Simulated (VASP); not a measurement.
Wanted: the native input for a VASP 6.6.1 run.

```yaml
Task: single point
Functional: PBE
Potentials_or_basis: VASP PAW PBE potentials, release 64 (Pd)
Cutoff: 500 eV
k_mesh: 12 × 12 × 12
Occupations: gaussian, width 0.05 eV
Spin: collinear spin
Starting_moments: "[1.0] μB"
Fixed_moment: 1 μB
Hubbard_terms: Pd d U = 7.0 eV
Dipole_correction: no
Further_INCAR_settings: ALGO = Normal; EDIFF = 1e-06; NBANDS = 15
```

The structure of Pd lies in POSCAR:

```
Pd
1.0
    0.0000000000      1.9721147795      1.9721147795
    1.9721147795      0.0000000000      1.9721147795
    1.9721147795      1.9721147795      0.0000000000
Pd
1
Direct
    0.0000000000      0.0000000000      0.0000000000
```

These files were run (other wordings do the same):

INCAR

```
SYSTEM = Pd
PREC     = Accurate       ! precision mode
ENCUT    = 500            ! plane-wave cutoff, eV
EDIFF    = 1E-6           ! SCF threshold, eV
ISMEAR   = 0              ! smearing method
SIGMA    = 0.05           ! smearing width, eV
LREAL    = .False.        ! projectors in reciprocal space
LASPH    = .True.         ! aspherical terms in the spheres
NELM     = 200            ! most SCF steps
ALGO     = Normal         ! electronic algorithm
ISIF     = 2              ! what is computed and relaxed
LWAVE    = .False.        ! write WAVECAR
LCHARG   = .False.        ! write CHGCAR
ISPIN    = 2              ! spin polarisation
MAGMOM   = 1              ! initial moments
LORBIT   = 11             ! projections on sites
NUPDOWN  = 1.0            ! fixed moment
LMAXMIX  = 4              ! l up to which the mixer works
LDAU     = .True.         ! DFT+U
LDAUTYPE = 2            
LDAUL    = 2              ! shell
LDAUU    = 7              ! U, eV
LDAUJ    = 0            
LDAUPRINT= 1            
GGA      = PE             ! functional
NBANDS   = 15             ! bands
GGA_COMPAT= .False.
```

KPOINTS

```
Automatic mesh
0
Gamma
  12 12 12
  0 0 0
```

Potentials or basis: VASP PAW PBE potentials, release 64 (Pd).

Launch:

```sh
$ cat potpaw_PBE.64/Pd/POTCAR > POTCAR
$ mpirun -np 1 vasp_std > vasp.out
```

Results of the run:

```json
{
 "Pressure": "-10.2 GPa",
 "Net moment": "1.00 μB per cell",
 "Site moments": "Pd +1.07 μB",
 "Valence electrons inside the program's atomic spheres": "Pd 9.81"
}
```

Caveat: the cell stands under tension; the total moment is fixed, so each spin has its own Fermi level; the U is typed as a test and isn't derived for this compound.

Run time: 62 s on 1 thread of Intel Xeon 8259CL, with other jobs on the host, peak memory 0.15 GiB.
